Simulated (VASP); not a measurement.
# Cr (P1) in VASP: single point with PBE

Aim: the single point of Cr with PBE.

Program: VASP 6.6.1. These are calculated values, not measurements. Logs are shortened: lines on timing, memory, paths and dates and some standing lists are left out, and cuts for length are marked.

### 1 The cell of the first run

The typed cell holds 4 atoms: a = 4.995 Å, b = 4.995 Å, c = 2.498 Å, α = 109.47°, β = 109.47°, γ = 109.47°.

### 2 Single point, PBE, collinear spin, ferromagnetic start

INCAR

```
PREC     = Accurate       # precision mode
ENCUT    = 520            # plane-wave cutoff, eV
EDIFF    = 1E-6           # SCF threshold, eV
ISMEAR   = -1             # smearing method
SIGMA    = 0.08           # smearing width, eV
LREAL    = F              # projectors in reciprocal space
LASPH    = T              # aspherical terms in the spheres
NELM     = 150            # most SCF steps
ALGO     = Normal         # electronic algorithm
ISIF     = 2              # what is computed and relaxed
LWAVE    = F              # write WAVECAR
LCHARG   = F              # write CHGCAR
ISPIN    = 2              # spin polarisation
MAGMOM   = 3 3 3 3        # initial moments
LORBIT   = 11             # projections on sites
LMAXMIX  = 4              # l up to which the mixer works
GGA      = PE             # functional
NBANDS   = 36             # bands
```

KPOINTS

```
Automatic mesh
0
Gamma
  5 5 9
```

POSCAR

```
Cr
1.0
   -2.8839000000      2.8839000000      2.8839000000
    2.8839000000     -2.8839000000      2.8839000000
    1.4419500000      1.4419500000     -1.4419500000
Cr
4
Direct
   -0.0299044696     -0.0216021707     -0.0386580672
    0.0298141406      0.5095880578      0.0271299282
    0.4981870037      0.0149512813     -0.0252730677
    0.5019034987      0.4970626582      0.0368012067
```

Potentials or basis: VASP PAW PBE potentials, release 64 (Cr_pv).

Launch:

```
$ cat potpaw_PBE.64/Cr_pv/POTCAR > POTCAR
$ mpirun -np 1 vasp_std > vasp.out
```

OUTCAR:

```text
PREC = Accurate
   ENCUT = 520
   EDIFF = 1E-6
   ISMEAR = -1
   LREAL = F
   LASPH = T
   NELM = 150
   ISIF = 2
   ISPIN = 2
   LORBIT = 11
   GGA = PE

 ion  position               nearest neighbor table
   1  0.970  0.978  0.961-   4 2.35   3 2.43   2 2.51   2 2.51   3 2.57   4 2.65   4 2.85   2 2.88
                             3 2.88   3 2.89   2 2.91   4 2.93
   2  0.030  0.510  0.027-   4 2.37   3 2.42   1 2.51   1 2.51   3 2.59   4 2.63   4 2.86   1 2.88
                             3 2.89   3 2.89   1 2.91   4 2.92
   3  0.498  0.015  0.975-   4 2.35   2 2.42   1 2.43   1 2.57   2 2.59   4 2.65   4 2.86   1 2.88
                             2 2.89   2 2.89   1 2.89   4 2.92
   4  0.502  0.497  0.037-   1 2.35   3 2.35   2 2.37   2 2.63   1 2.65   3 2.65   1 2.85   2 2.86
                             3 2.86   2 2.92   3 2.92   1 2.93

  LATTYP: Found a trigonal (rhomboedric) cell.
 ALAT       =     4.7824071165
 COS(alpha) =    -0.4545454545

  Lattice vectors:

 A1 = (  -1.4419500000,  -1.4419500000,  -4.3258500000)
 A2 = (  -1.4419500000,   4.3258500000,   1.4419500000)
 A3 = (   4.3258500000,  -1.4419500000,   1.4419500000)

Analysis of symmetry for initial positions (statically):
=====================================================================
 Subroutine PRICEL returns:
 Original cell was already a primitive cell.

 Routine SETGRP: Setting up the symmetry group for a
 trigonal (rhombohedral) supercell.

 Subroutine GETGRP returns: Found  1 space group operations
 (whereof  1 operations were pure point group operations)
 out of a pool of 12 trial point group operations.

The static configuration has the point symmetry C_1 .

Analysis of symmetry for dynamics (positions and initial velocities):
=====================================================================
 Subroutine PRICEL returns:
 Original cell was already a primitive cell.

 Routine SETGRP: Setting up the symmetry group for a
 trigonal (rhombohedral) supercell.

 Subroutine GETGRP returns: Found  1 space group operations
 (whereof  1 operations were pure point group operations)
 out of a pool of 12 trial point group operations.

The dynamic configuration has the point symmetry C_1 .

Analysis of structural, dynamic, and magnetic symmetry:
=====================================================================
 Subroutine PRICEL returns:
 Original cell was already a primitive cell.

 Routine SETGRP: Setting up the symmetry group for a
 trigonal (rhombohedral) supercell.

 Subroutine GETGRP returns: Found  1 space group operations
 (whereof  1 operations were pure point group operations)
 out of a pool of 12 trial point group operations.

The overall configuration has the point symmetry C_1 .
[... 156 lines left out ...]
 spin polarized calculation
  energy-cutoff  :      520.00
  volume of cell :       47.97
 maximum number of plane-waves:      1305
 NGX is ok and might be reduce to    40
   NGX = 19   NGY = 19   NGZ =  9

 number of electron      48.0000004 magnetization       0.0002766

 number of electron      48.0000004 magnetization      -0.0000010

 Free energy of the ion-electron system (eV)
  ---------------------------------------------------
  ext. energy  EPLUGINS =         0.00000000
  ---------------------------------------------------
  free energy    TOTEN  =       -37.87623279 eV

  energy without entropy =      -37.81172048  energy(sigma->0) =      -37.84397663

 E-fermi :  10.4199     XC(G=0): -13.4453

 val. band max:       10.4174081219   @ k =   0.4000  -0.2000   0.4444
 cond. band min:      10.4224986263   @ k =  -0.4000   0.2000   0.4444
 fundamental gap:      0.0050905044
 Fermi energy:        10.4199068798

 spin component 1

 k-point     1 :       0.0000    0.0000    0.0000
  band No.  band energies     occupation
      1     -33.1389      1.00000
      2     -33.1350      1.00000
      3     -33.1201      1.00000
      4     -32.5722      1.00000
      5     -32.5570      1.00000
      6     -32.5490      1.00000
[... 925 lines left out ...]
     35      14.4817      0.00000
     36      15.6834      0.00000

 [... further k-points ...]

 spin component 2

 k-point     1 :       0.0000    0.0000    0.0000
  band No.  band energies     occupation
      1     -33.1390      1.00000
      2     -33.1350      1.00000
      3     -33.1201      1.00000
      4     -32.5723      1.00000
      5     -32.5571      1.00000
      6     -32.5491      1.00000
[... 925 lines left out ...]
     35      14.4817      0.00000
     36      15.6833      0.00000

 [... further k-points ...]

------------------------ aborting loop because EDIFF is reached ----------------------------------------

  FORCE on cell =-STRESS in cart. coord.  units (eV):
  Direction    XX          YY          ZZ          XY          YZ          ZX
  --------------------------------------------------------------------------------------
  -------------------------------------------------------------------------------------
  Total       -2.3233400     -2.1189224     -2.1911578     -0.0848380     -0.0006701      0.1811579
  in kB      -77.5984013    -70.7709541    -73.1835814     -2.8335481     -0.0223805      6.0505829
  external PRESSURE =     -73.8509789 kB  Pullay stress =       0.0000000 kB

 VOLUME and BASIS-vectors are now :
 -----------------------------------------------------------------------------
  energy-cutoff  :      520.00
  volume of cell :       47.97
      direct lattice vectors                 reciprocal lattice vectors
    -2.883900000  2.883900000  2.883900000     0.000000000  0.173376331  0.173376331
     2.883900000 -2.883900000  2.883900000     0.173376331  0.000000000  0.173376331
     1.441950000  1.441950000 -1.441950000     0.346752661  0.346752661  0.000000000

 POSITION                                       TOTAL-FORCE (eV/Angst)
 -----------------------------------------------------------------------------------
      1.41015      1.36226      4.23305         0.301574      0.517327      0.728834
      1.42274     -1.34450      1.51646         0.076944     -0.725943     -0.507951
      0.01190      2.79911      0.07433         0.057392      0.540823     -0.429772
      0.03911      0.06703      2.82785        -0.435909     -0.332206      0.208889
 -----------------------------------------------------------------------------------
    total drift:                                0.000142     -0.000058      0.000058

  FREE ENERGIE OF THE ION-ELECTRON SYSTEM (eV)
  ---------------------------------------------------
  free  energy   TOTEN  =       -37.8762327868 eV

  energy  without entropy=      -37.8117204778  energy(sigma->0) =      -37.84397663

 total charge

# of ion       s       p       d       tot
------------------------------------------
    1        0.429   6.380   4.183  10.992
    2        0.429   6.379   4.181  10.989
    3        0.429   6.380   4.191  11.000
    4        0.432   6.384   4.209  11.025
--------------------------------------------------
tot          1.718  25.523  16.764  44.005

 magnetization (x)

# of ion       s       p       d       tot
------------------------------------------
    1       -0.000  -0.000   0.000   0.000
    2       -0.000  -0.000   0.000   0.000
    3       -0.000  -0.000   0.000  -0.000
    4       -0.000  -0.000   0.000  -0.000
--------------------------------------------------
tot         -0.000  -0.000   0.000   0.000
```

It took 11 min on 1 thread of Intel Xeon 8259CL, shared host; peak memory 0.38 GiB.

Results:

```yaml
Free_energy: -37.8762 eV
Pressure: -7.4 GPa
Largest_force: 0.943 eV/Å
Band_gap_on_the_k_mesh: zero (filled and empty bands overlap)
Net_moment: 0.00 μB per cell
Valence_electrons_inside_the_program's_atomic_spheres: Cr 10.99, 11.00, 11.03 (each value once)
```

Forces in eV/Å, atoms in the order of the input:
```
Cr   0.302  0.517  0.729
Cr   0.077 -0.726 -0.508
Cr   0.057  0.541 -0.430
Cr  -0.436 -0.332  0.209
```

Levels at points of the mesh, in eV from the Fermi level:
Spin up:
```
           k point  band 21  band 22  band 23  band 24  band 25  band 26  band 27  band 28
(0.00, 0.00, 0.00)    -0.89    -0.73     0.77     0.94     1.05     1.12     1.14     1.19
```
Spin down:
```tsv
k point	band 20	band 21	band 22	band 23	band 24	band 25	band 26	band 27	band 28	band 29
(0.00, 0.00, 0.00)	-0.93	-0.89	-0.73	0.77	0.94	1.05	1.12	1.14	1.19	1.22
```

Caveat: the cell stands under tension; the moments typed at the start vanished in this run.
